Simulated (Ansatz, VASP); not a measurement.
## Two plane-wave programs on Be16H

```xyz
17
Lattice="-2.2900 -3.9664 0.0000 3.4350 -1.9832 0.0000 0.0000 0.0000 7.1769" Properties=species:S:1:pos:R:3 pbc="T T T"
Be   -0.0051   -3.9653   -0.0139
Be   -0.0050   -2.6396    1.7599
Be   -0.0073   -4.0814    3.5808
Be   -0.0035   -2.6394    5.4132
Be   -1.1583   -1.9732   -0.0181
Be    2.2926   -2.6317    1.7678
Be   -1.2634   -1.9131    3.5749
Be    2.2891   -2.6388    5.3618
Be    1.1431   -1.9756   -0.0139
Be    1.1452   -0.6594    1.7639
Be    1.2424   -1.9172    3.5808
Be    1.1447   -0.6582    5.3735
Be    0.0014    0.0015   -0.0235
Be    1.1370   -4.6333    1.7680
Be    0.0394   -0.0213    3.5647
Be    1.1422   -4.6252    5.3617
H    -0.0086   -2.6379    3.3890
```

Alike in both runs: functional LDA; k mesh 4 × 4 × 3; occupations gaussian, width 0.15 eV; no spin polarisation.

Ansatz relaxed the structure, and its values are those at the end. VASP's run is a single point on that final structure, the one shown.

|  | VASP | Ansatz |
| --- | --- | --- |
| version | VASP 6.6.1 | Ansatz 0.2.0 |
| potentials or method | VASP PAW LDA potentials, release 64 (Be, H), cutoff 520 eV | scalar-relativistic, plane waves, PAW |
| valence electrons in the cell | 33 | 33 |

```csv
,VASP,Ansatz,Ansatz less VASP
rms of the force components (eV/Å),0.004,0.004,0.0000
```

LDA's correlation is that of Perdew and Zunger in VASP and of Perdew and Wang (1992) in Ansatz.

The k mesh is coarse, so the values compare programs but aren't converged.
